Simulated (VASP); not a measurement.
# Ti (P6_3/mmc) in VASP: single point with PBE

Aim: the single point of Ti with PBE.

Program: VASP 6.6.1. These are calculated values, not measurements. Logs are shortened: lines on timing, memory, paths and dates and some standing lists are left out, and cuts for length are marked.

## 1. The cell of the first run

The structure is hexagonal, space group P6_3/mmc (No. 194). Conventional cell: a = 2.938 Å, b = 2.938 Å, c = 4.651 Å, α = 90.00°, β = 90.00°, γ = 120.00°. Within 3.8 Å of Ti (site symmetry -6m2) lie 12 Ti at 2.88 to 2.94 Å.

## 2. Single point, PBE

INCAR reads:

```
PREC     = Accurate       # precision mode
ENCUT    = 520            # plane-wave cutoff, eV
EDIFF    = 1E-7           # SCF threshold, eV
ISMEAR   = 0              # smearing method
SIGMA    = 0.1            # smearing width, eV
LREAL    = False          # projectors in reciprocal space
LASPH    = True           # aspherical terms in the spheres
NELM     = 100            # most SCF steps
ALGO     = Fast           # electronic algorithm
ISIF     = 2              # what is computed and relaxed
LWAVE    = False          # write WAVECAR
LCHARG   = False          # write CHGCAR
GGA      = PE             # functional
NBANDS   = 19             # bands
```

KPOINTS reads:

```
regular mesh
0
Gamma
  18 18 10
```

POSCAR reads:

```
Ti
1.0
    2.9384580613      0.0000000000      0.0000000000
   -1.4692290307      2.5447793290      0.0000000000
    0.0000000000      0.0000000000      4.6506340139
Ti
2
Direct
    0.3333333333      0.6666666667      0.2500000000
    0.6666666667      0.3333333333      0.7500000000
```

Potentials or basis: VASP PAW PBE potentials, release 64 (Ti_sv).

Started as:

```console
$ cat potpaw_PBE.64/Ti_sv/POTCAR > POTCAR
$ mpirun -np 1 vasp_std > vasp.out
```

OUTCAR:

```text
PREC = Accurate
   ENCUT = 520
   EDIFF = 1E-7
   ISMEAR = 0
   LREAL = False
   LASPH = True
   NELM = 100
   ISIF = 2
   GGA = PE

 ion  position               nearest neighbor table
   1  0.333  0.667  0.250-   2 2.88   2 2.88   2 2.88   2 2.88   2 2.88   2 2.88
   2  0.667  0.333  0.750-   1 2.88   1 2.88   1 2.88   1 2.88   1 2.88   1 2.88

  LATTYP: Found a hexagonal cell.
 ALAT       =     2.9384580613
 C/A-ratio  =     1.5826783697

  Lattice vectors:

 A1 = (   2.9384580613,   0.0000000000,   0.0000000000)
 A2 = (  -1.4692290307,   2.5447793290,   0.0000000000)
 A3 = (   0.0000000000,   0.0000000000,   4.6506340139)

Analysis of symmetry for initial positions (statically):
=====================================================================
 Subroutine PRICEL returns:
 Original cell was already a primitive cell.

 Routine SETGRP: Setting up the symmetry group for a
 hexagonal supercell.

 Subroutine GETGRP returns: Found 24 space group operations
 (whereof 12 operations were pure point group operations)
 out of a pool of 24 trial point group operations.

The static configuration has the point symmetry D_3d.
 The point group associated with its full space group is D_6h.

Analysis of symmetry for dynamics (positions and initial velocities):
=====================================================================
 Subroutine PRICEL returns:
 Original cell was already a primitive cell.

 Routine SETGRP: Setting up the symmetry group for a
 hexagonal supercell.

 Subroutine GETGRP returns: Found 24 space group operations
 (whereof 12 operations were pure point group operations)
 out of a pool of 24 trial point group operations.

The dynamic configuration has the point symmetry D_3d.
 The point group associated with its full space group is D_6h.

 Subroutine INISYM returns: Found 24 space group operations
 (whereof 12 operations are pure point group operations),
 and found     1 'primitive' translations

----------------------------------------------------------------------------------------

                                     Primitive cell

  volume of cell :      34.7762

  direct lattice vectors                    reciprocal lattice vectors
     2.938458061  0.000000000  0.000000000     0.340314539  0.196480691  0.000000000
[... 76 lines left out ...]
 SYSTEM =  unknown system
   PREC   = accura    normal or accurate (medium, high low for compatibility)
   ISTART =      0    job   : 0-new  1-cont  2-samecut
   ICHARG =      2    charge: 1-file 2-atom 10-const
   ISPIN  =      1    spin polarized calculation?
   LNONCOLLINEAR =      F non collinear calculations
   LSORBIT =      F    spin-orbit coupling
   LASPH  =      T    aspherical Exc in radial PAW
   ENCUT  =  520.0 eV  38.22 Ry    6.18 a.u.   5.46  5.46  8.65*2*pi/ulx,y,z
   NELM   =    100;   NELMIN=  2; NELMDL= -5     # of ELM steps
   EDIFF  = 0.1E-06   stopping-criterion for ELM
   LREAL  =      F    real-space projection
   EDIFFG = 0.1E-05   stopping-criterion for IOM
   NSW    =      0    number of steps for IOM
   IBRION =     -1    ionic relax: 0-MD 1-quasi-New 2-CG
   NFREE  =      0    steps in history (QN), initial steepest desc. (CG)
   ISIF   =      2    stress and relaxation
   ISYM   =      2    0-nonsym 1-usesym 2-fastsym
   POTIM  = 0.5000    time-step for ionic-motion
   TEBEG  =    0.0;   TEEND  =   0.0 temperature during run
   PSTRESS=    0.0 pullay stress
   NELECT =      24.0000    total number of electrons
   NUPDOWN=      -1.0000    fix difference up-down
   EMIN   =  10.00;   EMAX   =-10.00  energy-range for DOS
   EFERMI =   0.00;   METHOD = LEGACY
   ISMEAR =     0;   SIGMA  =   0.10  broadening in eV -4-tet -1-fermi 0-gaus
   EFERMI_NEDOS =   21; number of points for ismear=-14 and -15
   IALGO  =     68    algorithm
   IMIX   =      4    mixing-type and parameters
     AMIX     =   0.40;   BMIX     =  1.00
     AMIX_MAG =   1.60;   BMIX_MAG =  1.00
  volume/ion in A,a.u.               =      17.39       117.34
  Fermi-wavevector in a.u.,A,eV,Ry     =   1.446721  2.733905 28.476998  2.093000
  Thomas-Fermi vector in A             =   2.564757
   LORBIT       =      0    0 simple, 1 ext, 2 COOP (PROOUT), +10 PAW based schemes
   GGA     = PE    functional components
   LHFCALC =     F    Hartree Fock is set to
   AEXX    =    0.0000 exact exchange contribution
   IVDW    =     0    specifies the selected vdW correction
   LEPSILON=     F    determine dielectric tensor
   LRPA    =     F    only Hartree local field effects (RPA)
 non-spin polarized calculation
 RMM-DIIS sequential band-by-band and
 Gauss-broadening in eV      SIGMA  =   0.10
  energy-cutoff  :      520.00
  volume of cell :       34.78
 maximum number of plane-waves:       965
 NGX is ok and might be reduce to    24
   NGX = 11   NGY = 11   NGZ = 17

 number of electron      24.0000002 magnetization

 Free energy of the ion-electron system (eV)
  ---------------------------------------------------
  ext. energy  EPLUGINS =         0.00000000
  ---------------------------------------------------
  free energy    TOTEN  =       -15.67725917 eV

  energy without entropy =      -15.66784065  energy(sigma->0) =      -15.67254991

 E-fermi :   8.3350     XC(G=0): -11.4923

 val. band max:        8.3258537308   @ k =   0.1667   0.0000   0.1000
 cond. band min:       8.3503196616   @ k =   0.0556  -0.0000   0.5000
 fundamental gap:      0.0244659307
 Fermi energy:         8.3350231180

 k-point     1 :       0.0000    0.0000    0.0000
  band No.  band energies     occupation
      1     -48.5391      2.00000
      2     -48.4027      2.00000
      3     -25.1269      2.00000
      4     -24.4850      2.00000
      5     -24.4850      2.00000
      6     -24.4207      2.00000
[... 505 lines left out ...]
      6     -24.6498      2.00000
[... 11 lines left out ...]
     18      11.8014      0.00000
     19      12.5326      0.00000

 [... further k-points ...]
[... 5 lines left out ...]
  --------------------------------------------------------------------------------------
  -------------------------------------------------------------------------------------
  Total       -0.1437815     -0.1437815     -0.1533816      0.0000000     -0.0000000      0.0000000
  in kB       -6.6241758     -6.6241758     -7.0664614      0.0000000     -0.0000000      0.0000000
  external PRESSURE =      -6.7716043 kB  Pullay stress =       0.0000000 kB

 VOLUME and BASIS-vectors are now :
 -----------------------------------------------------------------------------
  energy-cutoff  :      520.00
  volume of cell :       34.78
      direct lattice vectors                 reciprocal lattice vectors
     2.938458061  0.000000000  0.000000000     0.340314539  0.196480691  0.000000000
    -1.469229031  2.544779329  0.000000000     0.000000000  0.392961381  0.000000000
     0.000000000  0.000000000  4.650634014     0.000000000  0.000000000  0.215024445

 POSITION                                       TOTAL-FORCE (eV/Angst)
 -----------------------------------------------------------------------------------
     -0.00000      1.69652      1.16266         0.000000      0.000000      0.000000
      1.46923      0.84826      3.48798        -0.000000     -0.000000      0.000000
 -----------------------------------------------------------------------------------
    total drift:                               -0.000000      0.000000     -0.000000

  FREE ENERGIE OF THE ION-ELECTRON SYSTEM (eV)
  ---------------------------------------------------
  free  energy   TOTEN  =       -15.6772591743 eV

  energy  without entropy=      -15.6678406498  energy(sigma->0) =      -15.67254991
```

OSZICAR:

```text
N       E                     dE             d eps       ncg     rms          rms(c)
DAV:   1     0.265151839644E+03    0.26515E+03   -0.13016E+04  8452   0.157E+03
DAV:   2     0.128313434345E+02   -0.25232E+03   -0.24817E+03  8664   0.441E+02
DAV:   3    -0.163811335236E+02   -0.29212E+02   -0.28873E+02 15620   0.124E+02
[... 41 lines left out ...]
RMM:  45    -0.156772588979E+02   -0.10242E-06   -0.16308E-06  9525   0.570E-03    0.326E-02
RMM:  46    -0.156772589796E+02   -0.81677E-07   -0.13452E-06  8000   0.451E-03    0.324E-02
RMM:  47    -0.156772590322E+02   -0.52593E-07   -0.11182E-06  8620   0.421E-03    0.321E-02
RMM:  48    -0.156772591024E+02   -0.70163E-07   -0.10114E-06  8204   0.365E-03    0.324E-02
RMM:  49    -0.156772591743E+02   -0.71930E-07   -0.86341E-07  7312   0.330E-03
   1 F= -.15677259E+02 E0= -.15672550E+02  d E =-.941852E-02
```

stdout:

```text
POSCAR found type information on POSCAR Ti
[... 68 lines left out ...]
 num prob  num prob  num prob  num prob  num prob  num prob  num prob  num prob  num prob  num prob  num prob  num prob  num prob  num prob  num prob  num prob  num prob  num prob  num prob  num prob  num prob  num prob  num prob  num prob  num prob  num prob  num prob  num prob  num prob  num prob  nu
```

It took 6.2 min on 1 thread of Intel Xeon 6975P-C, shared host; peak memory 0.25 GiB.

Results:

```yaml
Free_energy: -15.6773 eV
Pressure: -0.7 GPa
Band_gap_on_the_k_mesh: zero (band 12 reaches 9.10 eV, above the bottom of band 13 at 8.00 eV)
```

Levels at points of the mesh, in eV from the Fermi level:
```
           k point  band 9  band 10  band 11  band 12  band 13  band 14  band 15  band 16
(0.00, 0.00, 0.00)   -6.22    -2.70     0.76     0.76     0.76     0.88     1.26     1.26
(0.50, 0.00, 0.00)   -2.36    -2.16    -1.85    -0.64     0.47     0.62     1.17     3.32
(0.00, 0.00, 0.50)   -4.36    -4.36     0.08     0.08     0.67     0.67     0.67     0.67
(0.50, 0.00, 0.50)   -2.55    -2.55    -0.82    -0.82     1.31     1.31     1.71     1.71
```
